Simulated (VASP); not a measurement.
# Li (P6_3/mmc) in VASP: further runs

The runs below take Li through single point, with PBE.

Everything below comes from runs of VASP 6.6.1. Logs are shortened: lines on timing, memory, paths and dates and some standing lists are left out, and cuts for length are marked.

### Step 1. The cell of the first run

It takes space group P6_3/mmc (No. 194, hexagonal). Conventional cell: a = 2.551 Å, b = 2.551 Å, c = 4.170 Å, α = 90.00°, β = 90.00°, γ = 120.00°. Li (site symmetry -6m2) has 12 Li at 2.55 Å within 3.4 Å.

### Step 2. Single point, PBE

The input, INCAR:

```
  ALGO = Normal
  EDIFF = 1E-6
  ENCUT = 520
  GGA = PE
  ISIF = 2
  ISMEAR = -1
  LASPH = True
  LCHARG = False
  LREAL = False
  LWAVE = False
  NBANDS = 10
  NELM = 80
  PREC = Accurate
  SIGMA = 0.1
```

The input, KPOINTS:

```
k-points
0
Gamma
  14 14 8
```

The input, POSCAR:

```
Li
1.0
    2.5506521898      0.0000000000      0.0000000000
   -1.2753260949      2.2089295926      0.0000000000
    0.0000000000      0.0000000000      4.1695558736
Li
2
Direct
    0.3333333333      0.6666666667      0.2500000000
    0.6666666667      0.3333333333      0.7500000000
```

Potentials or basis: VASP PAW PBE potentials, release 64 (Li_sv).

On the command line:

```sh
$ cat potpaw_PBE.64/Li_sv/POTCAR > POTCAR
$ mpirun -np 1 vasp_std > vasp.out
```

OUTCAR:

```text
EDIFF = 1E-6
   ENCUT = 520
   GGA = PE
   ISIF = 2
   ISMEAR = -1
   LASPH = True
   LREAL = False
   NELM = 80
   PREC = Accurate

 ion  position               nearest neighbor table
   1  0.333  0.667  0.250-   2 2.55   2 2.55   2 2.55   2 2.55   2 2.55   2 2.55
   2  0.667  0.333  0.750-   1 2.55   1 2.55   1 2.55   1 2.55   1 2.55   1 2.55

  LATTYP: Found a hexagonal cell.
 ALAT       =     2.5506521898
 C/A-ratio  =     1.6347018579

  Lattice vectors:

 A1 = (   2.5506521898,   0.0000000000,   0.0000000000)
 A2 = (  -1.2753260949,   2.2089295926,   0.0000000000)
 A3 = (   0.0000000000,   0.0000000000,   4.1695558736)

Analysis of symmetry for initial positions (statically):
=====================================================================
 Subroutine PRICEL returns:
 Original cell was already a primitive cell.

 Routine SETGRP: Setting up the symmetry group for a
 hexagonal supercell.

 Subroutine GETGRP returns: Found 24 space group operations
 (whereof 12 operations were pure point group operations)
 out of a pool of 24 trial point group operations.

The static configuration has the point symmetry D_3d.
 The point group associated with its full space group is D_6h.

Analysis of symmetry for dynamics (positions and initial velocities):
=====================================================================
 Subroutine PRICEL returns:
 Original cell was already a primitive cell.

 Routine SETGRP: Setting up the symmetry group for a
 hexagonal supercell.

 Subroutine GETGRP returns: Found 24 space group operations
 (whereof 12 operations were pure point group operations)
 out of a pool of 24 trial point group operations.

The dynamic configuration has the point symmetry D_3d.
 The point group associated with its full space group is D_6h.

 Subroutine INISYM returns: Found 24 space group operations
 (whereof 12 operations are pure point group operations),
 and found     1 'primitive' translations

----------------------------------------------------------------------------------------

                                     Primitive cell

  volume of cell :      23.4922

  direct lattice vectors                    reciprocal lattice vectors
     2.550652190  0.000000000  0.000000000     0.392056590  0.226353978  0.000000000
    -1.275326095  2.208929593  0.000000000     0.000000000  0.452707956  0.000000000
     0.000000000  0.000000000  4.169555874     0.000000000  0.000000000  0.239833697

  length of vectors
     2.550652190  2.550652190  4.169555874     0.452707956  0.452707956  0.239833697

  position of ions in fractional coordinates (direct lattice)
[... 83 lines left out ...]
   IBRION =     -1    ionic relax: 0-MD 1-quasi-New 2-CG
   NFREE  =      0    steps in history (QN), initial steepest desc. (CG)
   ISIF   =      2    stress and relaxation
   ISYM   =      2    0-nonsym 1-usesym 2-fastsym
   POTIM  = 0.5000    time-step for ionic-motion
   TEBEG  =    0.0;   TEEND  =   0.0 temperature during run
   PSTRESS=    0.0 pullay stress
   NELECT =       6.0000    total number of electrons
   NUPDOWN=      -1.0000    fix difference up-down
   EMIN   =  10.00;   EMAX   =-10.00  energy-range for DOS
   EFERMI =   0.00;   METHOD = LEGACY
   ISMEAR =    -1;   SIGMA  =   0.10  broadening in eV -4-tet -1-fermi 0-gaus
   EFERMI_NEDOS =   21; number of points for ismear=-14 and -15
   IALGO  =     38    algorithm
   IMIX   =      4    mixing-type and parameters
     AMIX     =   0.40;   BMIX     =  1.00
     AMIX_MAG =   1.60;   BMIX_MAG =  1.00
  volume/ion in A,a.u.               =      11.75        79.27
  Fermi-wavevector in a.u.,A,eV,Ry     =   1.038686  1.962832 14.678898  1.078869
  Thomas-Fermi vector in A             =   2.173182
   LORBIT       =      0    0 simple, 1 ext, 2 COOP (PROOUT), +10 PAW based schemes
   GGA     = PE    functional components
   LHFCALC =     F    Hartree Fock is set to
   AEXX    =    0.0000 exact exchange contribution
   IVDW    =     0    specifies the selected vdW correction
   LEPSILON=     F    determine dielectric tensor
   LRPA    =     F    only Hartree local field effects (RPA)
 non-spin polarized calculation
  energy-cutoff  :      520.00
  volume of cell :       23.49
 maximum number of plane-waves:       652
 NGX is ok and might be reduce to    20

 number of electron       6.0000001 magnetization

 Free energy of the ion-electron system (eV)
  ---------------------------------------------------
  ext. energy  EPLUGINS =         0.00000000
  ---------------------------------------------------
  free energy    TOTEN  =        -3.15879872 eV

  energy without entropy =       -3.13281859  energy(sigma->0) =       -3.14580865

 E-fermi :   2.5499     XC(G=0):  -8.5193

 val. band max:        2.4881558058   @ k =   0.4286   0.0714   0.2500
 cond. band min:       2.5503984466   @ k =   0.5000  -0.0000   0.2500
 fundamental gap:      0.0622426409
 Fermi energy:         2.5499358826

 k-point     1 :       0.0000    0.0000    0.0000
  band No.  band energies     occupation
      1     -43.2429      2.00000
      2     -43.1099      2.00000
      3      -1.5119      2.00000
      4       2.2300      1.92164
      5       7.8366      0.00000
      6      20.7307      0.00000
      7      20.7308      0.00000
      8      22.6618      0.00000
      9      22.6618      0.00000
     10      23.7354      0.00000
[... 287 lines left out ...]
 k-point    24 :       0.3571    0.2857    0.0000
  band No.  band energies     occupation
      1     -43.0842      2.00000
      2     -43.0740      2.00000
      3       3.8432      0.00000
      4       5.5534      0.00000
      5       6.5659      0.00000
      6      10.9633      0.00000
      7      11.4823      0.00000
      8      11.9192      0.00000
      9      14.6561      0.00000
     10      19.6964      0.00000

 [... further k-points ...]
[... 5 lines left out ...]
  --------------------------------------------------------------------------------------
  -------------------------------------------------------------------------------------
  Total        2.7195364      2.7195364      2.7374678      0.0000000     -0.0000000      0.0000000
  in kB      185.4737904    185.4737904    186.6967201      0.0000000     -0.0000000      0.0000000
  external PRESSURE =     185.8814336 kB  Pullay stress =       0.0000000 kB

 VOLUME and BASIS-vectors are now :
 -----------------------------------------------------------------------------
  energy-cutoff  :      520.00
  volume of cell :       23.49
      direct lattice vectors                 reciprocal lattice vectors
     2.550652190  0.000000000  0.000000000     0.392056590  0.226353978  0.000000000
    -1.275326095  2.208929593  0.000000000     0.000000000  0.452707956  0.000000000
     0.000000000  0.000000000  4.169555874     0.000000000  0.000000000  0.239833697

 POSITION                                       TOTAL-FORCE (eV/Angst)
 -----------------------------------------------------------------------------------
     -0.00000      1.47262      1.04239         0.000000      0.000000      0.000000
      1.27533      0.73631      3.12717        -0.000000      0.000000      0.000000
 -----------------------------------------------------------------------------------
    total drift:                               -0.000000      0.000000      0.000000

  FREE ENERGIE OF THE ION-ELECTRON SYSTEM (eV)
  ---------------------------------------------------
  free  energy   TOTEN  =        -3.1587987173 eV

  energy  without entropy=       -3.1328185914  energy(sigma->0) =       -3.14580865
```

OSZICAR:

```text
N       E                     dE             d eps       ncg     rms          rms(c)
DAV:   1     0.198730904632E+02    0.19873E+02   -0.32477E+03  2440   0.627E+02
DAV:   2    -0.122899828957E+01   -0.21102E+02   -0.20209E+02  3248   0.113E+02
DAV:   3    -0.307493343071E+01   -0.18459E+01   -0.18189E+01  3542   0.311E+01
DAV:   4    -0.314188188713E+01   -0.66948E-01   -0.66203E-01  3272   0.416E+00
DAV:   5    -0.314215187957E+01   -0.26999E-03   -0.26997E-03  3082   0.296E-01    0.983E-01
DAV:   6    -0.315168255468E+01   -0.95307E-02   -0.27447E-03  3454   0.276E-01    0.627E-01
DAV:   7    -0.315872830185E+01   -0.70457E-02   -0.86242E-03  2858   0.468E-01    0.471E-02
DAV:   8    -0.315879467185E+01   -0.66370E-04   -0.17995E-04  3014   0.977E-02    0.123E-02
DAV:   9    -0.315879657026E+01   -0.18984E-05   -0.11714E-05  3252   0.310E-02    0.285E-03
DAV:  10    -0.315879887364E+01   -0.23034E-05   -0.28967E-07  2332   0.505E-03    0.391E-04
DAV:  11    -0.315879871727E+01    0.15637E-06   -0.53332E-08  1488   0.206E-03
   1 F= -.31587987E+01 E0= -.31458087E+01  d E =-.259801E-01
```

Run time: 9.5 s. Hardware: 1 thread of AMD EPYC 9R45 (Zen 5), shared host; peak memory 0.11 GiB.

Results:

```
Free energy            : -3.1588 eV
Band gap on the k mesh : zero (band 3 reaches 5.07 eV, above the bottom of band 4 at -0.28 eV)
```

Caveat: the cutoff is under 1.25 times the usual one of these potentials, so pressure, stress and relaxed cells hold a basis-set (Pulay) error.

### Step 3. Single point, PBE

The input, INCAR:

```
SYSTEM = Li
  PREC = Accurate
  ENCUT = 520
  EDIFF = 1E-7
  ISMEAR = -1
  SIGMA = 0.1
  LREAL = .False.
  LASPH = .True.
  NELM = 100
  ALGO = Normal
  ISIF = 2
  LWAVE = .False.
  LCHARG = .True.
  GGA = PE
  LELF = .True.
  LVHAR = .True.
  NBANDS = 10
```

The input, KPOINTS:

```
Automatic mesh
0
Gamma
  14 14 8
  0 0 0
```

POSCAR is that of step 2.

Potentials or basis: VASP PAW PBE potentials, release 64 (Li_sv).

On the command line:

```sh
$ cat potpaw_PBE.64/Li_sv/POTCAR > POTCAR
$ mpirun -np 1 vasp_std > vasp.out
```

Wall time 11 s (1 thread of AMD EPYC 9R45 (Zen 5), shared host); peak memory 0.1 GiB.

The run converged. Its results:

```yaml
Free_energy: -3.1588 eV
Band_gap_on_the_k_mesh: zero (band 3 reaches 5.07 eV, above the bottom of band 4 at -0.28 eV)
```

Levels at points of the mesh, in eV from the Fermi level:
| k point | band 1 | band 2 | band 3 | band 4 | band 5 | band 6 | band 7 | band 8 |
| --- | --- | --- | --- | --- | --- | --- | --- | --- |
| (0.00, 0.00, 0.00) | -45.79 | -45.66 | -4.06 | -0.32 | 5.29 | 18.18 | 18.18 | 20.11 |
| (0.50, 0.00, 0.00) | -45.66 | -45.62 | -0.28 | 1.85 | 6.57 | 8.03 | 9.72 | 11.62 |
| (0.00, 0.00, 0.50) | -45.73 | -45.73 | -2.83 | -2.83 | 11.70 | 11.70 | 19.56 | 19.56 |
| (0.50, 0.00, 0.50) | -45.64 | -45.64 | 0.73 | 0.73 | 5.75 | 5.75 | 14.18 | 14.18 |

Caveat: the cutoff is under 1.25 times the usual one of these potentials, so pressure, stress and relaxed cells hold a basis-set (Pulay) error.

### Step 4. Single point, PBE

This run uses another cell than the first one, of 13.77 Å³/atom, 1.172 times its volume.

The input, INCAR:

```
SYSTEM = Li
  PREC = Accurate
  ENCUT = 520
  EDIFF = 1E-6
  ISMEAR = -1
  SIGMA = 0.1
  LREAL = .False.
  LASPH = .True.
  NELM = 80
  ALGO = Normal
  ISIF = 2
  LWAVE = .False.
  LCHARG = .False.
  GGA = PE
  NBANDS = 10
```

KPOINTS is that of step 3.

The input, POSCAR:

```
Li
1.0
    2.6895412823      0.0000000000      0.0000000000
   -1.3447706411      2.3292110750      0.0000000000
    0.0000000000      0.0000000000      4.3965981312
Li
2
Direct
    0.3333333333      0.6666666667      0.2500000000
    0.6666666667      0.3333333333      0.7500000000
```

On the command line:

```sh
$ cat potpaw_PBE.64/Li_sv/POTCAR > POTCAR
$ mpirun -np 1 vasp_std > vasp.out
```

It took 13 s on 1 thread of AMD EPYC 9R45 (Zen 5), shared host; peak memory 0.11 GiB.

The run converged. Its results:

| Quantity | Value |
| --- | --- |
| Free energy | -3.5161 eV |
| Band gap on the k mesh | zero (band 3 reaches 4.22 eV, above the bottom of band 4 at -0.85 eV) |

Levels at points of the mesh, in eV from the Fermi level:
| k point | band 1 | band 2 | band 3 | band 4 | band 5 | band 6 | band 7 |
| --- | --- | --- | --- | --- | --- | --- | --- |
| (0.00, 0.00, 0.00) | -45.94 | -45.87 | -3.97 | -0.21 | 4.47 | 16.31 | 16.31 |
| (0.50, 0.00, 0.00) | -45.87 | -45.84 | -0.20 | 1.58 | 5.96 | 7.32 | 8.55 |
| (0.00, 0.00, 0.50) | -45.91 | -45.91 | -2.74 | -2.74 | 10.47 | 10.47 | 17.54 |
| (0.50, 0.00, 0.50) | -45.85 | -45.85 | 0.73 | 0.73 | 4.99 | 4.99 | 12.76 |

Caveat: the cutoff is under 1.25 times the usual one of these potentials, so pressure, stress and relaxed cells hold a basis-set (Pulay) error.
